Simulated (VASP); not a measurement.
The system is Si2F.

```
Si F
1.0
     4.12076    0.00000    0.00000
    -2.06038    3.56868    0.00000
     0.00000    0.00000    2.87717
Si F
2 1
Cartesian
  0.0000 2.3791 1.4386
  2.0604 1.1896 1.4386
  0.0000 0.0000 0.0000
```

```yaml
Program: VASP 6.6.1
Task: relaxation of cell and atoms
Functional: PBE
Potentials_or_basis: VASP PAW PBE potentials, release 64 (Si, F)
Cutoff: 600 eV
k_mesh: 12 × 12 × 16
Occupations: gaussian, width 0.1 eV
Spin: no spin polarisation
```

At the start: pressure 0.2 GPa; volume 14.10 Å³/atom.

**Question.** How do energy, volume and symmetry change on relaxing?

**Answer.** Over 9 steps the energy falls by 2.4 meV/atom and the volume is 13.86 Å³/atom (-1.8 %); space group P6/mmm (No. 191, to 0.05 Å).

The path:
| step | energy change (eV) | largest force (eV/Å) | pressure (GPa) | volume (Å³) |
| --- | --- | --- | --- | --- |
| 1 | 0.0000 | 0.0000 | 0.21 | 42.31 |
| 2 | -0.0019 | 0.0000 | -0.42 | 42.42 |
| 3 | -0.0026 | 0.0000 | -1.12 | 42.55 |
| 4 | -0.0036 | 0.0000 | -1.07 | 42.44 |
| 5 | -0.0058 | 0.0000 | -0.86 | 42.12 |
| 6 | -0.0062 | 0.0000 | -0.28 | 41.47 |
| 7 | -0.0066 | 0.0000 | -0.61 | 41.76 |
| 8 | -0.0071 | 0.0000 | -0.11 | 41.60 |
| 9 | -0.0072 | 0.0000 | -0.01 | 41.57 |

Final structure:
```xyz
3
Lattice="4.1557 0.0000 0.0000 -2.0779 3.5989 0.0000 0.0000 0.0000 2.7792" Properties=species:S:1:pos:R:3 pbc="T T T"
Si    0.0000    2.3993    1.3896
Si    2.0779    1.1996    1.3896
F     0.0000    0.0000    0.0000
```

Caveat: an odd number of electrons without spin polarisation forces a metal; a magnetic or distorted state may lie lower.
